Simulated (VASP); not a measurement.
Set up this calculation in VASP 6.6.1, as the native input.

- Task: single point
- Functional: LDA
- Potentials or basis: VASP PAW LDA potentials, release 64 (K_sv, Ag)
- Cutoff: 520 eV
- k mesh: 6 × 6 × 6
- Occupations: methfessel-paxton, width 0.15 eV
- Spin: no spin polarisation
- Dipole correction: no
- Further INCAR settings: ALGO = Normal; EDIFF = 1e-06; NBANDS = 27

The structure of K3Ag lies in POSCAR:

```
K3Ag
1.0
    5.6333082000      0.0000000000      0.0000000000
    0.0000000000      5.6333082000      0.0000000000
    0.0000000000      0.0000000000      6.0778456279
K Ag
3 1
Direct
    0.5000000000      0.0000000000      0.0000000000
    0.0000000000      0.5000000000      0.0000000000
    0.0000000000      0.0000000000      0.5000000000
    0.5000000000      0.5000000000      0.5000000000
```

The input as run:

INCAR

```
PREC = Accurate
ENCUT = 520
EDIFF = 1E-6
ISMEAR = 1
SIGMA = 0.15
LREAL = False
LASPH = True
NELM = 80
ALGO = Normal
ISIF = 2
LWAVE = False
LCHARG = False
GGA = CA
NBANDS = 27
```

KPOINTS

```
Automatic mesh
0
Gamma
  6 6 6
```

Potentials or basis: VASP PAW LDA potentials, release 64 (K_sv, Ag).

Command:

```sh
$ cat potpaw_LDA.64/K_sv/POTCAR potpaw_LDA.64/Ag/POTCAR > POTCAR
$ mpirun -np 1 vasp_std > vasp.out
```

Results of the run:

| Property | Result |
| --- | --- |
| Pressure | -1.1 GPa |
| Band gap on the k mesh | zero (bands 19 and 20 overlap by 1.09 eV) |

It took 100 s on 1 thread of Intel(R) Xeon(R) 6975P-C (Granite Rapids), on a shared host, peak memory 0.33 GiB.
